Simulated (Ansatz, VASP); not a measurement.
# One calculation of K, two programs

Contents of INCAR:

```
PREC = Accurate ; ENCUT = 520
EDIFF = 1E-7 ; ISMEAR = -1
SIGMA = 0.08 ; LREAL = False
LASPH = True ; NELM = 60
ALGO = Normal ; ISIF = 2
LWAVE = False ; LCHARG = False
GGA = PS ; NBANDS = 10
```

KPOINTS

```
Automatic mesh
0
Gamma
  10 10 10
```

POSCAR

```
K
1.0
   -2.6703600000      2.6703600000      2.6180000000
    2.6703600000     -2.6703600000      2.6180000000
    2.6703600000      2.6703600000     -2.6180000000
K
1
Direct
    0.0000000000      0.0000000000      0.0000000000
```

Input for Ansatz:

```yaml
crystal:
  lattice:
    - [-2.67036, 2.67036, 2.618]
    - [2.67036, -2.67036, 2.618]
    - [2.67036, 2.67036, -2.618]
  atoms:
    - { symbol: K, position: [0.0, 0.0, 0.0] }
kpoints:
  mp_grid: { grid: [10, 10, 10] }
  band_path:
    path:
      - [0.0, 0.0, 0.0]
      - [0.0, 0.0, 0.5]
      - [-0.5, 0.5, 0.5]
      - [0.0, 0.0, 0.0]
      - [0.4902921953, 0.4902921953, -0.4902921953]
      - [-0.4902921953, 0.5097078047, 0.4902921953]
      - [-0.5, 0.5, 0.5]
      - [0.0, 0.0, 0.5]
      - [0.25, 0.25, 0.25]
    npoints: 5
scf:
  occupations: { method: fermi_dirac, width: 0.08 }
hamiltonian:
  xc: pbesol
  pseudopotentials: { kind: all_electron, lapw: { basis_error: 0.0005 } }
output:
  forces: true
  stress: true
  eigenvalues: true
```

Change from the starting cell: equal xx and yy strain of +2 %.

Alike in both runs: task single point; functional PBEsol; k mesh 10 × 10 × 10; occupations fermi-dirac, width 0.08 eV; no spin polarisation.

```csv
,VASP,Ansatz
version,VASP 6.6.1,Ansatz 0.2.0
potentials or method,"VASP PAW PBE potentials, release 64 (K_sv), cutoff 520 eV","all-electron LAPW, scalar-relativistic"
```

|  | VASP | Ansatz | Ansatz less VASP |
| --- | --- | --- | --- |
| pressure (GPa) | -0.2 | -0.2 | +0.01 |

VASP's potentials were made for PBE, not for PBEsol. Ansatz ran all-electron here, and VASP with PAW potentials.
